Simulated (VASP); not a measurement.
A run of VASP 6.6.1 is set up as follows.

INCAR

```
ALGO = Normal ; EDIFF = 1E-7
ENCUT = 520 ; GGA = PE
ISIF = 2 ; ISMEAR = 0
ISPIN = 2 ; LASPH = True
LCHARG = False ; LORBIT = 11
LREAL = False ; LWAVE = False
MAGMOM = 0 0 1.29 ; NBANDS = 26
NELM = 150 ; PREC = Accurate
SIGMA = 0.1
```

Contents of KPOINTS:

```
k-points
0
Gamma
  12 12 14
```

Contents of POSCAR:

```
InGaN
1.0
    4.5871603041      0.0000000000      0.0000000000
   -2.2935801520      3.9725973546      0.0000000000
    0.0000000000      0.0000000000      3.0750494334
In Ga N
1 1 1
Direct
    0.3333333333      0.6666666667      0.5000000000
    0.0000000000      0.0000000000      0.5000000000
    0.6666666667      0.3333333333      0.0000000000
```

Potentials or basis: VASP PAW PBE potentials, release 64 (In_d, Ga_d, N).

The run is started by

```sh
$ cat potpaw_PBE.64/In_d/POTCAR potpaw_PBE.64/Ga_d/POTCAR potpaw_PBE.64/N/POTCAR > POTCAR
$ mpirun -np 1 vasp_std > vasp.out
```

Task: Estimate the site moments.

Result: In -0.03; Ga -0.04; N +0.85 μB.

Task: Predict the net moment.

Result: 1.04 μB per cell.

Task: What does it give for the pressure?

Result: 0.0 GPa.
